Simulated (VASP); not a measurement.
# La (Fd-3m) in VASP: further runs

Runs on La. Level: PBE. Tasks: single point.

All numbers are computed with VASP 6.6.1; they aren't measurements. Logs are shortened: lines on timing, memory, paths and dates and some standing lists are left out, and cuts for length are marked.

### 1 The cell of the first run

The structure is cubic, space group Fd-3m (No. 227). Conventional cell: a = 5.892 Å, b = 5.892 Å, c = 5.892 Å, α = 90.00°, β = 90.00°, γ = 90.00°. Within 3.4 Å of La (site symmetry -43m) lie 4 La at 2.55 Å.

This isn't the form of La at room conditions, which is double hcp.

### 2 Single point, PBE

Contents of INCAR:

```
SYSTEM = La
  PREC = Accurate
  ENCUT = 500
  EDIFF = 1E-6
  ISMEAR = -1
  SIGMA = 0.05
  LREAL = .False.
  LASPH = .True.
  NELM = 200
  ALGO = Normal
  ISIF = 2
  LWAVE = .False.
  LCHARG = .True.
  GGA = PE
  LELF = .True.
  LVHAR = .True.
  NBANDS = 18
  GGA_COMPAT = .False.
  LMAXMIX = 6
```

Contents of KPOINTS:

```
Automatic mesh
0
Gamma
  5 5 5
  0 0 0
```

Contents of POSCAR:

```
La
1.0
    0.0000000000      2.9459320744      2.9459320744
    2.9459320744      0.0000000000      2.9459320744
    2.9459320744      2.9459320744      0.0000000000
La
2
Direct
    1.0000000000      1.0000000000      1.0000000000
    0.2500000000      0.2500000000      0.2500000000
```

Potentials or basis: VASP PAW PBE potentials, release 64 (La).

Command:

```
$ cat potpaw_PBE.64/La/POTCAR > POTCAR
$ mpirun -np 1 vasp_std > vasp.out
```

OUTCAR:

```text
SYSTEM = La
   PREC = Accurate
   ENCUT = 500
   EDIFF = 1E-6
   ISMEAR = -1
   LREAL = .False.
   LASPH = .True.
   NELM = 200
   ISIF = 2
   GGA = PE

 ion  position               nearest neighbor table
   1  0.000  0.000  0.000-   2 2.55   2 2.55   2 2.55   2 2.55
   2  0.250  0.250  0.250-   1 2.55   1 2.55   1 2.55   1 2.55

  LATTYP: Found a face centered cubic cell.
 ALAT       =     5.8918641488

  Lattice vectors:

 A1 = (   0.0000000000,   2.9459320744,   2.9459320744)
 A2 = (   2.9459320744,   0.0000000000,   2.9459320744)
 A3 = (   2.9459320744,   2.9459320744,   0.0000000000)

Analysis of symmetry for initial positions (statically):
=====================================================================
 Subroutine PRICEL returns:
 Original cell was already a primitive cell.

 Routine SETGRP: Setting up the symmetry group for a
 face centered cubic supercell.

 Subroutine GETGRP returns: Found 48 space group operations
 (whereof 24 operations were pure point group operations)
 out of a pool of 48 trial point group operations.

The static configuration has the point symmetry T_d .
 The point group associated with its full space group is O_h .

Analysis of symmetry for dynamics (positions and initial velocities):
=====================================================================
 Subroutine PRICEL returns:
 Original cell was already a primitive cell.

 Routine SETGRP: Setting up the symmetry group for a
 face centered cubic supercell.

 Subroutine GETGRP returns: Found 48 space group operations
 (whereof 24 operations were pure point group operations)
 out of a pool of 48 trial point group operations.

The dynamic configuration has the point symmetry T_d .
 The point group associated with its full space group is O_h .

 Subroutine INISYM returns: Found 48 space group operations
 (whereof 24 operations are pure point group operations),
 and found     1 'primitive' translations

----------------------------------------------------------------------------------------

                                     Primitive cell

  volume of cell :      51.1326

  direct lattice vectors                    reciprocal lattice vectors
     0.000000000  2.945932074  2.945932074    -0.169725570  0.169725570  0.169725570
     2.945932074  0.000000000  2.945932074     0.169725570 -0.169725570  0.169725570
     2.945932074  2.945932074  0.000000000     0.169725570  0.169725570 -0.169725570

  length of vectors
     4.166177093  4.166177093  4.166177093     0.293973310  0.293973310  0.293973310

  position of ions in fractional coordinates (direct lattice)
     0.000000000  0.000000000  0.000000000
     0.250000000  0.250000000  0.250000000

  ion indices of the primitive-cell ions
   primitive index   ion index
                 1           1
                 2           2

----------------------------------------------------------------------------------------

 KPOINTS: Automatic mesh

Automatic generation of k-mesh.
 Grid dimensions read from file:
 generate k-points for:    5    5    5

 Generating k-lattice:

  Cartesian coordinates                     Fractional coordinates (reciprocal lattice)
    -0.033945114  0.033945114  0.033945114     0.200000000  0.000000000  0.000000000
     0.033945114 -0.033945114  0.033945114     0.000000000  0.200000000  0.000000000
     0.033945114  0.033945114 -0.033945114     0.000000000  0.000000000  0.200000000

  Length of vectors
     0.058794662  0.058794662  0.058794662

  Shift w.r.t. Gamma in fractional coordinates (k-lattice)
     0.000000000  0.000000000  0.000000000

 Subroutine IBZKPT returns following result:
 ===========================================

 Found     10 irreducible k-points:

 Following reciprocal coordinates:
            Coordinates               Weight
  0.000000  0.000000  0.000000      1.000000
  0.200000  0.000000  0.000000      8.000000
  0.400000  0.000000  0.000000      8.000000
  0.200000  0.200000  0.000000      6.000000
  0.400000  0.200000  0.000000     24.000000
 -0.400000  0.200000  0.000000     24.000000
 -0.200000  0.200000  0.000000     12.000000
  0.400000  0.400000  0.000000      6.000000
 -0.400000  0.400000  0.000000     12.000000
 -0.400000  0.400000  0.200000     24.000000
   k-points           NKPTS =     10   k-points in BZ     NKDIM =     10   number of bands    NBANDS=     18
   number of dos      NEDOS =    301   number of ions     NIONS =      2
   total plane-waves  NPLWV =  27000
   dimension x,y,z NGX =    30 NGY =   30 NGZ =   30
   dimension x,y,z NGXF=    60 NGYF=   60 NGZF=   60
   ions per type =               2
   NGX,Y,Z   is equivalent  to a cutoff of  11.97, 11.97, 11.97 a.u.
   NGXF,Y,Z  is equivalent  to a cutoff of  23.94, 23.94, 23.94 a.u.
 SYSTEM =  La
   PREC   = accura    normal or accurate (medium, high low for compatibility)
   ISTART =      0    job   : 0-new  1-cont  2-samecut
   ICHARG =      2    charge: 1-file 2-atom 10-const
   ISPIN  =      1    spin polarized calculation?
   LNONCOLLINEAR =      F non collinear calculations
   LSORBIT =      F    spin-orbit coupling
   LASPH  =      T    aspherical Exc in radial PAW
   ENCUT  =  500.0 eV  36.75 Ry    6.06 a.u.   7.60  7.60  7.60*2*pi/ulx,y,z
   NELM   =    200;   NELMIN=  2; NELMDL= -5     # of ELM steps
   EDIFF  = 0.1E-05   stopping-criterion for ELM
   LREAL  =      F    real-space projection
   EDIFFG = 0.1E-04   stopping-criterion for IOM
   NSW    =      0    number of steps for IOM
   IBRION =     -1    ionic relax: 0-MD 1-quasi-New 2-CG
   NFREE  =      0    steps in history (QN), initial steepest desc. (CG)
   ISIF   =      2    stress and relaxation
   ISYM   =      2    0-nonsym 1-usesym 2-fastsym
   POTIM  = 0.5000    time-step for ionic-motion
   TEBEG  =    0.0;   TEEND  =   0.0 temperature during run
   PSTRESS=    0.0 pullay stress
   NELECT =      22.0000    total number of electrons
   NUPDOWN=      -1.0000    fix difference up-down
   EMIN   =  10.00;   EMAX   =-10.00  energy-range for DOS
   EFERMI =   0.00;   METHOD = LEGACY
   ISMEAR =    -1;   SIGMA  =   0.05  broadening in eV -4-tet -1-fermi 0-gaus
   EFERMI_NEDOS =   21; number of points for ismear=-14 and -15
   IALGO  =     38    algorithm
   IMIX   =      4    mixing-type and parameters
     AMIX     =   0.40;   BMIX     =  1.00
     AMIX_MAG =   1.60;   BMIX_MAG =  1.00
  volume/ion in A,a.u.               =      25.57       172.53
  Fermi-wavevector in a.u.,A,eV,Ry     =   1.235899  2.335511 20.782171  1.527446
  Thomas-Fermi vector in A             =   2.370530
   LORBIT       =      0    0 simple, 1 ext, 2 COOP (PROOUT), +10 PAW based schemes
   GGA     = PE    functional components
   LHFCALC =     F    Hartree Fock is set to
   AEXX    =    0.0000 exact exchange contribution
   IVDW    =     0    specifies the selected vdW correction
   LEPSILON=     F    determine dielectric tensor
   LRPA    =     F    only Hartree local field effects (RPA)
 non-spin polarized calculation
  energy-cutoff  :      500.00
  volume of cell :       51.13
 maximum number of plane-waves:      1315
 NGX is ok and might be reduce to    30
   NGX = 15   NGY = 15   NGZ = 15

 number of electron      21.9999997 magnetization

 Free energy of the ion-electron system (eV)
  ---------------------------------------------------
  ext. energy  EPLUGINS =         0.00000000
  ---------------------------------------------------
  free energy    TOTEN  =        -5.48913936 eV

  energy without entropy =       -5.47884891  energy(sigma->0) =       -5.48399414

 E-fermi :  11.3470     XC(G=0): -10.8860

 val. band max:       10.9695531652   @ k =  -0.4000   0.4000   0.2000
 cond. band min:      11.3805565598   @ k =   0.4000   0.4000   0.0000
 fundamental gap:      0.4110033946
 Fermi energy:        11.3470153164

 k-point     1 :       0.0000    0.0000    0.0000
  band No.  band energies     occupation
      1     -22.9808      2.00000
      2     -18.4532      2.00000
      3      -7.0080      2.00000
      4      -7.0080      2.00000
      5      -7.0080      2.00000
      6      -3.2547      2.00000
[... 10 lines left out ...]
     17      13.5353      0.00000
     18      14.1410      0.00000

 k-point     2 :       0.2000    0.0000    0.0000
  band No.  band energies     occupation
      1     -22.7431      2.00000
      2     -18.9076      2.00000
      3      -7.2253      2.00000
      4      -7.2253      2.00000
      5      -6.9448      2.00000
      6      -2.8928      2.00000
[... 10 lines left out ...]
     17      13.5643      0.00000
     18      13.7055      0.00000

 k-point     3 :       0.4000    0.0000    0.0000
  band No.  band energies     occupation
      1     -22.2139      2.00000
      2     -19.7606      2.00000
      3      -7.5176      2.00000
      4      -7.5176      2.00000
      5      -6.9535      2.00000
      6      -2.3659      2.00000
[... 10 lines left out ...]
     17      14.2583      0.00000
     18      14.2589      0.00000

 k-point     4 :       0.2000    0.2000    0.0000
  band No.  band energies     occupation
      1     -22.6538      2.00000
      2     -19.0642      2.00000
      3      -7.4853      2.00000
      4      -7.4853      2.00000
      5      -6.3733      2.00000
      6      -3.5635      2.00000
[... 10 lines left out ...]
     17      13.3118      0.00000
     18      14.1964      0.00000

 k-point     5 :       0.4000    0.2000    0.0000
  band No.  band energies     occupation
      1     -22.1628      2.00000
      2     -19.8303      2.00000
      3      -7.9160      2.00000
      4      -7.7585      2.00000
      5      -5.9581      2.00000
      6      -3.4370      2.00000
[... 10 lines left out ...]
     17      13.7985      0.00000
     18      14.2434      0.00000

 k-point     6 :      -0.4000    0.2000    0.0000
  band No.  band energies     occupation
      1     -21.8726      2.00000
      2     -20.2200      2.00000
      3      -8.1723      2.00000
      4      -7.7104      2.00000
      5      -5.9510      2.00000
      6      -2.9977      2.00000
[... 10 lines left out ...]
     17      14.1425      0.00000
     18      14.2922      0.00000

 k-point     7 :      -0.2000    0.2000    0.0000
  band No.  band energies     occupation
      1     -22.3777      2.00000
      2     -19.5141      2.00000
      3      -7.8855      2.00000
      4      -7.3938      2.00000
      5      -6.3798      2.00000
      6      -2.9554      2.00000
[... 10 lines left out ...]
     17      13.6660      0.00000
     18      14.1011      0.00000

 k-point     8 :       0.4000    0.4000    0.0000
  band No.  band energies     occupation
      1     -21.7294      2.00000
      2     -20.3970      2.00000
      3      -8.0496      2.00000
      4      -8.0496      2.00000
      5      -5.1666      2.00000
      6      -4.2283      2.00000
[... 10 lines left out ...]
     17      13.8435      0.00000
     18      14.3006      0.00000

 k-point     9 :      -0.4000    0.4000    0.0000
  band No.  band energies     occupation
      1     -21.2948      2.00000
      2     -20.8896      2.00000
      3      -8.2880      2.00000
      4      -8.0241      2.00000
      5      -4.9531      2.00000
      6      -4.0734      2.00000
[... 10 lines left out ...]
     17      13.8829      0.00000
     18      14.0003      0.00000

 k-point    10 :      -0.4000    0.4000    0.2000
  band No.  band energies     occupation
      1     -21.6100      2.00000
      2     -20.5386      2.00000
      3      -8.2500      2.00000
      4      -7.9951      2.00000
      5      -5.1560      2.00000
      6      -3.7781      2.00000
[... 10 lines left out ...]
     17      13.6809      0.00000
     18      14.0820      0.00000

------------------------ aborting loop because EDIFF is reached ----------------------------------------

  FORCE on cell =-STRESS in cart. coord.  units (eV):
  Direction    XX          YY          ZZ          XY          YZ          ZX
  --------------------------------------------------------------------------------------
  -------------------------------------------------------------------------------------
  Total       14.4685918     14.4685918     14.4685918     -0.0000000     -0.0000000      0.0000000
  in kB      453.3552658    453.3552658    453.3552658     -0.0000000     -0.0000000      0.0000000
  external PRESSURE =     453.3552658 kB  Pullay stress =       0.0000000 kB

 VOLUME and BASIS-vectors are now :
 -----------------------------------------------------------------------------
  energy-cutoff  :      500.00
  volume of cell :       51.13
      direct lattice vectors                 reciprocal lattice vectors
     0.000000000  2.945932074  2.945932074    -0.169725570  0.169725570  0.169725570
     2.945932074  0.000000000  2.945932074     0.169725570 -0.169725570  0.169725570
     2.945932074  2.945932074  0.000000000     0.169725570  0.169725570 -0.169725570

 POSITION                                       TOTAL-FORCE (eV/Angst)
 -----------------------------------------------------------------------------------
      0.00000      0.00000      0.00000        -0.000000     -0.000000     -0.000000
      1.47297      1.47297      1.47297         0.000000      0.000000      0.000000
 -----------------------------------------------------------------------------------
    total drift:                                0.000000     -0.000000     -0.000000

  FREE ENERGIE OF THE ION-ELECTRON SYSTEM (eV)
  ---------------------------------------------------
  free  energy   TOTEN  =        -5.4891393626 eV

  energy  without entropy=       -5.4788489088  energy(sigma->0) =       -5.48399414
```

Wall time 8.6 s (1 thread of Intel Xeon 6975P-C (Granite Rapids), shared host); peak memory 0.17 GiB.

Results:

```
Free energy            : -5.4891 eV
Pressure               : 45.3 GPa
Band gap on the k mesh : zero (filled and empty bands touch)
```

Levels at points of the mesh, in eV from the Fermi level:
| k point | band 8 | band 9 | band 10 | band 11 | band 12 | band 13 | band 14 | band 15 |
| --- | --- | --- | --- | --- | --- | --- | --- | --- |
| (0.00, 0.00, 0.00) | -14.60 | -2.31 | -1.16 | -1.16 | 1.08 | 1.08 | 1.08 | 2.19 |

Caveat: the k points lie up to 0.37 Å⁻¹ apart; spin-orbit coupling is left out, which moves the levels of the heavy elements.

### 3 Single point, PBE

This run uses another cell than the first one, of 27.54 Å³/atom.

Contents of INCAR:

```
SYSTEM = La
ALGO     = Normal         ! electronic algorithm
EDIFF    = 1E-6           ! SCF threshold, eV
ENCUT    = 500            ! plane-wave cutoff, eV
GGA      = PE             ! functional
GGA_COMPAT= .False.      
ISIF     = 2              ! what is computed and relaxed
ISMEAR   = -1             ! smearing method
LASPH    = .True.         ! aspherical terms in the spheres
LCHARG   = .False.        ! write CHGCAR
LMAXMIX  = 6              ! l up to which the mixer works
LREAL    = .False.        ! projectors in reciprocal space
LWAVE    = .False.        ! write WAVECAR
NBANDS   = 18             ! bands
NELM     = 200            ! most SCF steps
PREC     = Accurate       ! precision mode
SIGMA    = 0.05           ! smearing width, eV
```

Contents of KPOINTS:

```
k-points
0
Gamma
  5 5 5
  0 0 0
```

Contents of POSCAR:

```
La
1.0
    0.0000000000      3.0198725064      3.0198725064
    3.0198725064      0.0000000000      3.0198725064
    3.0198725064      3.0198725064      0.0000000000
La
2
Direct
    1.0000000000      1.0000000000      1.0000000000
    0.2500000000      0.2500000000      0.2500000000
```

Potentials or basis: VASP PAW PBE potentials, release 64 (La).

Command:

```
$ cat potpaw_PBE.64/La/POTCAR > POTCAR
$ mpirun -np 1 vasp_std > vasp.out
```

Run time: 7.9 s. Hardware: 1 thread of Intel Xeon 6975P-C (Granite Rapids), shared host; peak memory 0.17 GiB.

The run converged. Its results:

```
Free energy            : -6.4093 eV
Pressure               : 30.2 GPa
Band gap on the k mesh : zero (filled and empty bands touch)
```

Levels at points of the mesh, in eV from the Fermi level:
| k point | band 7 | band 8 | band 9 | band 10 | band 11 | band 12 | band 13 | band 14 | band 15 | band 16 |
| --- | --- | --- | --- | --- | --- | --- | --- | --- | --- | --- |
| (0.00, 0.00, 0.00) | -14.80 | -14.80 | -2.31 | -1.08 | -1.08 | 1.07 | 1.07 | 1.07 | 2.07 | 2.07 |

Caveat: the k points lie up to 0.36 Å⁻¹ apart; spin-orbit coupling is left out, which moves the levels of the heavy elements.

[end of part 1 of 2]
